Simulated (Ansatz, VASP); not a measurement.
## Two plane-wave programs on KH4

Contents of INCAR:

```
SYSTEM = KH4
ALGO = Normal
EDIFF = 1E-6
EDIFFG = -0.01
ENCUT = 600
GGA = PE
IBRION = 2
ISIF = 3
ISMEAR = 0
LASPH = .TRUE.
LCHARG = .FALSE.
LREAL = .FALSE.
LWAVE = .FALSE.
NELM = 80
NSW = 100
PREC = Accurate
SIGMA = 0.1
```

File KPOINTS:

```
k-points
0
G
  8 8 8
  0 0 0
```

File POSCAR:

```
KH4
1.0
    4.5985193941      0.0000000000      0.0000000000
    0.0000000000      4.5985193941      0.0000000000
    0.0000000000      0.0000000000      4.5985193941
K H
1 4
Direct
    0.0000000000      0.0000000000      0.0000000000
    0.5000000000      0.0000000000      0.0000000000
    0.0000000000      0.5000000000      0.0000000000
    0.0000000000      0.0000000000      0.5000000000
    0.5000000000      0.5000000000      0.5000000000
```

Input for Ansatz:

```yaml
crystal:
  lattice:
    - [4.5985193941, 0.0, 0.0]
    - [0.0, 4.5985193941, 0.0]
    - [0.0, 0.0, 4.5985193941]
  atoms:
    - { symbol: K, position: [0.0, 0.0, 0.0] }
    - { symbol: H, position: [0.5, 0.0, 0.0] }
    - { symbol: H, position: [0.0, 0.5, 0.0] }
    - { symbol: H, position: [0.0, 0.0, 0.5] }
    - { symbol: H, position: [0.5, 0.5, 0.5] }
basis:
  ecutwfc: 420
kpoints:
  mp_grid: { grid: [8, 8, 8] }
hamiltonian:
  xc: pbe
scf:
  occupations: { method: gaussian, width: 0.1 }
output:
  forces: true
  stress: true
  eigenvalues: true
relax:
  adjacent_minimum: "off"
  f_tol: 0.01
  max_steps: 80
  cell: { stress_tol: 0.05 }
```

Alike in both runs: task relaxation of cell and atoms; functional PBE; k mesh 8 × 8 × 8; occupations gaussian, width 0.1 eV; no spin polarisation.

|  | VASP | Ansatz |
| --- | --- | --- |
| version | VASP 6.6.1 | Ansatz 0.2.0 |
| potentials or method | VASP PAW PBE potentials, release 64 (K_sv, H), cutoff 600 eV | scalar-relativistic, plane waves, PAW |
| valence electrons in the cell | 13 | 13 |

|  | VASP | Ansatz | Ansatz less VASP |
| --- | --- | --- | --- |
| gap on the k mesh at the Fermi level, each at its own relaxed structure (eV) | none | none | - |
| relaxed volume (Å³/atom) | 20.06 | 19.93 | -0.133 |
| relaxed cell length with the largest relative difference (Å) | 4.646 | 4.636 | -0.0103 |

A gap of «none» marks a metal or a gap that the smearing closes.
